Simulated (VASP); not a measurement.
Here is a VASP 6.6.1 calculation.

Contents of POSCAR:

```
InAs
1.0
    0.0000000000      3.0180000000      3.0180000000
    3.0180000000      0.0000000000      3.0180000000
    3.0180000000      3.0180000000      0.0000000000
In As
1 1
Direct
    0.0000000000      0.0000000000      0.0000000000
    0.7500000000      0.7500000000      0.7500000000
```

The input INCAR.step1:

```
SYSTEM = InAs
  PREC = Accurate
  ENCUT = 520
  EDIFF = 1E-5
  ISMEAR = -1
  SIGMA = 0.05
  LREAL = .False.
  LASPH = .True.
  NELM = 80
  ALGO = Normal
  ISIF = 2
  LWAVE = .True.
  LCHARG = .False.
  GGA = PE
  NBANDS = 16
```

INCAR.step2

```
SYSTEM = InAs
  PREC = Accurate
  ENCUT = 520
  EDIFF = 1E-6
  ISMEAR = -1
  SIGMA = 0.05
  LREAL = .False.
  LASPH = .True.
  NELM = 80
  ALGO = Normal
  ISIF = 2
  LWAVE = .False.
  LCHARG = .False.
  GGA = PE
  LHFCALC = .True.
  AEXX = 0.2
  HFSCREEN = 0.2
  PRECFOCK = Normal
  ISTART = 1
  NBANDS = 16
```

The input KPOINTS:

```
regular mesh
0
Gamma
  4 4 4
  0 0 0
```

Potentials or basis: VASP PAW PBE potentials, release 64 (In_d, As).

Run with:

```bash
$ cat potpaw_PBE.64/In_d/POTCAR potpaw_PBE.64/As/POTCAR > POTCAR
$ cp INCAR.step1 INCAR
$ mpirun -np 1 vasp_std > vasp.out
$ cp INCAR.step2 INCAR
$ mpirun -np 1 vasp_std > vasp.out
```

Question: What does it give for the pressure?

Answer: 2.6 GPa.

Question: Estimate the band gap on the k mesh.

Answer: 0.46 eV, direct.

Caveat: the k points lie up to 0.45 Å⁻¹ apart; the PAW data sets were made with another functional, which shifts forces and pressure a little; spin-orbit coupling is left out, which moves the levels of the heavy elements.
